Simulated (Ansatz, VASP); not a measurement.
## One calculation of BN, two programs

Contents of INCAR:

```
PREC = Accurate
ENCUT = 520
EDIFF = 1E-6
ISMEAR = 0
SIGMA = 0.05
LREAL = False
LASPH = True
NELM = 100
ALGO = Normal
ISIF = 2
LWAVE = False
LCHARG = False
GGA = PE
NBANDS = 36
```

File KPOINTS:

```
Automatic mesh
0
Gamma
  10 10 2
```

POSCAR

```
BN
1.0
   -2.5545800960      0.0000000000      0.0000000000
   -1.2772900480     -2.2123312592      0.0000000000
    0.0000000000      0.0000000000     12.5235436055
B N
6 6
Direct
    0.6666666667      0.6666666667      0.2318628729
    0.6666666667      0.6666666667      0.5691886864
    0.6666666667      0.6666666667      0.9065145000
    0.3333333333      0.3333333333      0.0631999661
    0.3333333333      0.3333333333      0.4005257797
    0.3333333333      0.3333333333      0.7378515932
    0.6666666667      0.6666666667      0.1054966732
    0.6666666667      0.6666666667      0.4428224868
    0.6666666667      0.6666666667      0.7801483003
    0.3333333333      0.3333333333      0.9488112071
    0.3333333333      0.3333333333      0.2741595800
    0.3333333333      0.3333333333      0.6114853936
```

Input for Ansatz:

```yaml
crystal:
  lattice:
    - [-2.554580096, 0.0, 0.0]
    - [-1.277290048, -2.2123312592, 0.0]
    - [0.0, 0.0, 12.5235436055]
  atoms:
    - { symbol: B, position: [0.6666666667, 0.6666666667, 0.2318628729] }
    - { symbol: B, position: [0.6666666667, 0.6666666667, 0.5691886864] }
    - { symbol: B, position: [0.6666666667, 0.6666666667, 0.9065145] }
    - { symbol: B, position: [0.3333333333, 0.3333333333, 0.0631999661] }
    - { symbol: B, position: [0.3333333333, 0.3333333333, 0.4005257797] }
    - { symbol: B, position: [0.3333333333, 0.3333333333, 0.7378515932] }
    - { symbol: "N", position: [0.6666666667, 0.6666666667, 0.1054966732] }
    - { symbol: "N", position: [0.6666666667, 0.6666666667, 0.4428224868] }
    - { symbol: "N", position: [0.6666666667, 0.6666666667, 0.7801483003] }
    - { symbol: "N", position: [0.3333333333, 0.3333333333, 0.9488112071] }
    - { symbol: "N", position: [0.3333333333, 0.3333333333, 0.27415958] }
    - { symbol: "N", position: [0.3333333333, 0.3333333333, 0.6114853936] }
basis:
  ecutwfc: 420
kpoints:
  mp_grid: { grid: [10, 10, 2] }
hamiltonian:
  xc: pbe
scf:
  occupations: { method: gaussian, width: 0.05 }
output:
  forces: true
  stress: true
  eigenvalues: true
```

Alike in both runs: task single point; functional PBE; k mesh 10 × 10 × 2; occupations gaussian, width 0.05 eV; no spin polarisation.

|  | VASP | Ansatz |
| --- | --- | --- |
| version | VASP 6.6.1 | Ansatz 0.2.0 |
| potentials or method | VASP PAW PBE potentials, release 64 (B, N), cutoff 520 eV | scalar-relativistic, plane waves, PAW |
| valence electrons in the cell | 48 | 48 |

VASP gave:

* gap on the k mesh at the Fermi level (eV): 5.22
* least direct gap on the mesh (eV): 7.96
* pressure (GPa): 6.1
* traceless stress, the component that is largest in VASP (GPa): 10.34
* rms of the force components (eV/Å): 0.893

Task: What did Ansatz give for the same quantities?

Result: gap on the k mesh at the Fermi level (eV): 5.24; least direct gap on the mesh (eV): 7.97; pressure (GPa): 5.9; traceless stress, the component that is largest in VASP (GPa): 10.31; rms of the force components (eV/Å): 0.889.

Atom by atom the forces differ by 0.004 eV/Å (rms over components).
